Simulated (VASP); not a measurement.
SiGe2: single point with PBE

Crystal: SiGe2.

```
Si Ge
1.0
     5.13833    0.00000    0.00000
    -2.56917    4.44993    0.00000
     0.00000    0.00000    2.46882
Si Ge
1 2
Direct
  0.00000 0.00000 0.50000
  0.33333 0.66667 0.50000
  0.66667 0.33333 0.50000
```

The cell was built from a structure type or drawn by symmetry, and may not be a known phase.

* Program: VASP 6.6.1
* Task: single point
* Functional: PBE
* Potentials or basis: VASP PAW PBE potentials, release 64 (Si, Ge_d)
* Cutoff: 520 eV
* k mesh: 6 × 6 × 4
* Occupations: gaussian, width 0.1 eV
* Spin: no spin polarisation
* Dipole correction: no
* Further INCAR settings: ALGO = Normal; EDIFF = 1e-06; NBANDS = 23

The pressure is -0.1 GPa and the band gap on the k mesh is zero (bands 16 and 17 overlap by 4.68 eV).

Stress tensor (GPa, compression positive):
```
-0.19  0.00  0.00
 0.00 -0.19  0.00
 0.00  0.00 -0.03
```

Levels at points of the mesh, in eV from the Fermi level:
```csv
k point,band 13,band 14,band 15,band 16,band 17,band 18,band 19,band 20
"(0.00, 0.00, 0.00)",-7.83,-4.23,-4.23,-4.09,-4.09,5.90,5.90,8.80
"(0.50, 0.00, 0.00)",-9.03,-6.03,-1.01,-0.96,1.04,1.23,2.46,5.96
"(0.00, 0.00, 0.50)",-2.52,-2.49,-2.47,-1.58,0.10,0.10,0.16,0.16
"(0.50, 0.00, 0.50)",-4.80,-4.68,-3.16,-3.09,-1.72,2.70,3.81,4.25
```

It took 8.6 s on 1 thread of Intel(R) Xeon(R) 6975P-C (Granite Rapids), on a shared host, peak memory 0.18 GiB.

Caveat: the k points lie up to 0.64 Å⁻¹ apart, too coarse for converged energies and pressures of a metal.
